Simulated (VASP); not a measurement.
IrO2: single point with PBE+U

IrO2:

```xyz
6
Lattice="4.5051 0.0000 0.0000 0.0000 4.5051 0.0000 0.0000 0.0000 3.1586" Properties=species:S:1:pos:R:3 pbc="T T T"
Ir    0.0000    0.0000    0.0000
Ir    2.2525    2.2525    1.5793
O     1.3862    1.3862    0.0000
O     0.8663    3.6388    1.5793
O     3.1189    3.1189    0.0000
O     3.6388    0.8663    1.5793
```

```json
{"Program": "VASP 6.6.1", "Task": "single point", "Functional": "PBE", "Potentials or basis": "VASP PAW PBE potentials, release 64 (Ir, O)", "Cutoff": "600 eV", "k mesh": "5 × 5 × 7", "Occupations": "gaussian, width 0.05 eV", "Spin": "collinear spin, ferromagnetic start", "Starting moments": "[0.13, 0.13, 0.06, 0.06, 0.06, 0.06] μB", "Hubbard terms": "Ir d U = 3.2 eV"}
```

```
Pressure                                              : 5.3 GPa
Largest force                                         : 0.023 eV/Å
Net moment                                            : 0.83 μB per cell
Site moments                                          : Ir +0.26; O +0.07 μB
Valence electrons inside the program's atomic spheres : Ir 8.51; O 5.01
```

Forces in eV/Å, atoms in the order of the input:
```
Ir   0.000  0.000  0.000
Ir   0.000  0.000  0.000
O   -0.017 -0.017  0.000
O    0.016 -0.016  0.000
O    0.017  0.017  0.000
O   -0.016  0.016  0.000
```

Stress tensor (GPa, compression positive):
```
5.09 0.00 0.00
0.00 5.09 0.00
0.00 0.00 5.74
```

Levels at points of the mesh, in eV from the Fermi level:
Spin up:
| k point | band 19 | band 20 | band 21 | band 22 | band 23 | band 24 |
| --- | --- | --- | --- | --- | --- | --- |
| (0.00, 0.00, 0.00) | -2.51 | -2.51 | -1.98 | 0.85 | 1.27 | 4.64 |
Spin down:
```
           k point  band 19  band 20  band 21  band 22  band 23  band 24
(0.00, 0.00, 0.00)    -2.32    -2.12    -1.67     1.39     1.63     4.76
```

Eigenvalues of the final occupation matrices:
```
    site  spin  trace               eigenvalues
site 1 d     1   3.70  0.46 0.50 0.88 0.90 0.95
site 1 d     2   3.44  0.45 0.50 0.68 0.85 0.95
site 2 d     1   3.70  0.46 0.50 0.88 0.90 0.95
site 2 d     2   3.44  0.45 0.50 0.68 0.85 0.95
```

It took 5.6 min on 1 thread of Intel(R) Xeon(R) Platinum 8559C (Emerald Rapids), with other jobs on the host, peak memory 0.44 GiB.

Caveat: spin-orbit coupling is left out, which moves the levels of the heavy elements. The state reached can hang on the start; a lower one may exist.
